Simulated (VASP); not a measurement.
# Bi (Fd-3m) in VASP: further runs, part 2 of 2

VASP 6.6.1. Earlier steps stand in the parts before.

### 3 Single point, r2SCAN

POSCAR

```
Bi
1.0
    0.0000000000      3.5479340989      3.5479340989
    3.5479340989      0.0000000000      3.5479340989
    3.5479340989      3.5479340989      0.0000000000
Bi
2
Direct
    0.0000000000      0.0000000000      0.0000000000
    0.2500000000      0.2500000000      0.2500000000
```

INCAR.step1

```
PREC = Accurate
ENCUT = 520
ISMEAR = -1
SIGMA = 0.1
LREAL = F
LASPH = T
NELM = 80
NBANDS = 22
GGA = PE
ALGO = Normal
EDIFF = 1E-4
LWAVE = T
LCHARG = F
```

INCAR.step2

```
PREC = Accurate
ENCUT = 520
EDIFF = 1E-6
ISMEAR = -1
SIGMA = 0.1
LREAL = F
LASPH = T
NELM = 80
ALGO = Normal
ISIF = 2
LWAVE = F
LCHARG = F
METAGGA = R2SCAN
LMIXTAU = T
NBANDS = 22
ISTART = 1
```

KPOINTS

```
regular mesh
0
Gamma
  8 8 8
```

Potentials or basis: VASP PAW PBE potentials, release 64 (Bi_d).

Launch:

```bash
$ cat potpaw_PBE.64/Bi_d/POTCAR > POTCAR
$ cp INCAR.step1 INCAR
$ mpirun -np 1 vasp_std > vasp.out
$ cp INCAR.step2 INCAR
$ mpirun -np 1 vasp_std > vasp.out
```

It took 3.3 min on 1 thread of Intel Xeon Platinum 8259CL at 2.50GHz (Skylake/Cascade Lake), shared host; peak memory 0.26 GiB.

It converged, with:

- Free energy: -116.4890 eV
- Pressure: 2.1 GPa
- Band gap on the k mesh: zero (bands 15 and 16 overlap by 1.20 eV)

Levels at points of the mesh, in eV from the Fermi level:
| k point | band 13 | band 14 | band 15 | band 16 | band 17 | band 18 |
| --- | --- | --- | --- | --- | --- | --- |
| (0.00, 0.00, 0.00) | -1.54 | -1.54 | -1.54 | 0.87 | 0.87 | 0.87 |
| (0.50, 0.00, 0.00) | -2.60 | -2.44 | -2.44 | 2.03 | 2.03 | 4.38 |
| (0.50, 0.50, 0.00) | -3.38 | -3.38 | -0.46 | -0.46 | 4.84 | 4.84 |

Caveat: the PAW data sets were made with another functional, which shifts forces and pressure a little; spin-orbit coupling is left out, which moves the levels of the heavy elements.

### 4 Single point, r2SCAN

This run uses another cell than the first one, of 46.12 Å³/atom.

POSCAR

```
Bi
1.0
    0.0000000000      3.5860868532      3.5860868532
    3.5860868532      0.0000000000      3.5860868532
    3.5860868532      3.5860868532      0.0000000000
Bi
2
Direct
    0.0000000000      0.0000000000      0.0000000000
    0.2500000000      0.2500000000      0.2500000000
```

INCAR.step1

```
SYSTEM = Bi
  PREC = Accurate
  ENCUT = 520
  ISMEAR = -1
  SIGMA = 0.1
  LREAL = .FALSE.
  LASPH = .TRUE.
  NELM = 80
  NBANDS = 22
  GGA = PE
  ALGO = Normal
  EDIFF = 1E-4
  LWAVE = .TRUE.
  LCHARG = .FALSE.
```

INCAR.step2

```
SYSTEM = Bi
  PREC = Accurate
  ENCUT = 520
  EDIFF = 1E-6
  ISMEAR = -1
  SIGMA = 0.1
  LREAL = .FALSE.
  LASPH = .TRUE.
  NELM = 80
  ALGO = Normal
  ISIF = 2
  LWAVE = .FALSE.
  LCHARG = .FALSE.
  METAGGA = R2SCAN
  LMIXTAU = .TRUE.
  NBANDS = 22
  ISTART = 1
```

KPOINTS

```
regular mesh
0
G
  8 8 8
  0 0 0
```

Potentials or basis: VASP PAW PBE potentials, release 64 (Bi_d).

Launch:

```bash
$ cat potpaw_PBE.64/Bi_d/POTCAR > POTCAR
$ cp INCAR.step1 INCAR
$ mpirun -np 1 vasp_std > vasp.out
$ cp INCAR.step2 INCAR
$ mpirun -np 1 vasp_std > vasp.out
```

OUTCAR:

```text
SYSTEM = Bi
   PREC = Accurate
   ENCUT = 520
   EDIFF = 1E-6
   ISMEAR = -1
   LREAL = .FALSE.
   LASPH = .TRUE.
   NELM = 80
   ISIF = 2
   METAGGA = R2SCAN
   ISTART = 1

 ion  position               nearest neighbor table
   1  0.000  0.000  0.000-   2 3.11   2 3.11   2 3.11   2 3.11
   2  0.250  0.250  0.250-   1 3.11   1 3.11   1 3.11   1 3.11

  LATTYP: Found a face centered cubic cell.
 ALAT       =     7.1721737064

  Lattice vectors:

[... 788 lines left out ...]

------------------------ aborting loop because EDIFF is reached ----------------------------------------

  FORCE on cell =-STRESS in cart. coord.  units (eV):
  Direction    XX          YY          ZZ          XY          YZ          ZX
  --------------------------------------------------------------------------------------
  -------------------------------------------------------------------------------------
  Total        0.5104076      0.5104076      0.5104076     -0.0000000      0.0000000     -0.0000000
  in kB        8.8661542      8.8661542      8.8661542     -0.0000000      0.0000000     -0.0000000
  external PRESSURE =       8.8661542 kB  Pullay stress =       0.0000000 kB

 VOLUME and BASIS-vectors are now :
 -----------------------------------------------------------------------------
  energy-cutoff  :      520.00
  volume of cell :       92.23
      direct lattice vectors                 reciprocal lattice vectors
     0.000000000  3.586086853  3.586086853    -0.139427744  0.139427744  0.139427744
     3.586086853  0.000000000  3.586086853     0.139427744 -0.139427744  0.139427744
     3.586086853  3.586086853  0.000000000     0.139427744  0.139427744 -0.139427744

 POSITION                                       TOTAL-FORCE (eV/Angst)
 -----------------------------------------------------------------------------------
      0.00000      0.00000      0.00000        -0.000000      0.000000      0.000000
      1.79304      1.79304      1.79304         0.000000     -0.000000     -0.000000
 -----------------------------------------------------------------------------------
    total drift:                               -0.000000     -0.000000      0.000000

  FREE ENERGIE OF THE ION-ELECTRON SYSTEM (eV)
  ---------------------------------------------------
  free  energy   TOTEN  =      -116.5170222619 eV

  energy  without entropy=     -116.4782357807  energy(sigma->0) =     -116.49762902
```

OSZICAR.step1:

```text
N       E                     dE             d eps       ncg     rms          rms(c)
DAV:   1     0.299534746306E+03    0.29953E+03   -0.15522E+04  1276   0.148E+03
DAV:   2     0.180381291575E+02   -0.28150E+03   -0.27471E+03  1312   0.413E+02
DAV:   3    -0.648581008513E+01   -0.24524E+02   -0.24238E+02  1564   0.141E+02
DAV:   4    -0.734822850543E+01   -0.86242E+00   -0.86178E+00  1440   0.295E+01
DAV:   5    -0.739659249402E+01   -0.48364E-01   -0.48363E-01  1936   0.613E+00    0.113E+00
DAV:   6    -0.738261010151E+01    0.13982E-01   -0.13816E-02  1490   0.112E+00    0.675E-01
DAV:   7    -0.737543398473E+01    0.71761E-02   -0.19021E-02  1578   0.109E+00    0.108E-01
DAV:   8    -0.737595938569E+01   -0.52540E-03   -0.13240E-03  1290   0.279E-01    0.347E-02
DAV:   9    -0.737609353207E+01   -0.13415E-03   -0.17169E-04  1140   0.762E-02    0.139E-02
DAV:  10    -0.737609983279E+01   -0.63007E-05   -0.10589E-05   800   0.294E-02
   1 F= -.73760998E+01 E0= -.73555496E+01  d E =-.411004E-01
```

Wall time 3.1 min (1 thread of Intel Xeon Platinum 8259CL at 2.50GHz (Skylake/Cascade Lake), shared host); peak memory 0.27 GiB.

Results:

```yaml
Free_energy: -116.5170 eV
Pressure: 0.9 GPa
Band_gap_on_the_k_mesh: zero (bands 15 and 16 overlap by 1.12 eV)
```

Levels at points of the mesh, in eV from the Fermi level:
```csv
k point,band 12,band 13,band 14,band 15,band 16,band 17,band 18,band 19
"(0.00, 0.00, 0.00)",-7.87,-1.50,-1.50,-1.50,0.89,0.89,0.89,3.55
"(0.50, 0.00, 0.00)",-9.90,-2.54,-2.35,-2.35,2.02,2.02,4.21,5.37
"(0.50, 0.50, 0.00)",-11.15,-3.26,-3.26,-0.42,-0.42,4.68,4.68,6.41
```

Caveat: the PAW data sets were made with another functional, which shifts forces and pressure a little; spin-orbit coupling is left out, which moves the levels of the heavy elements.
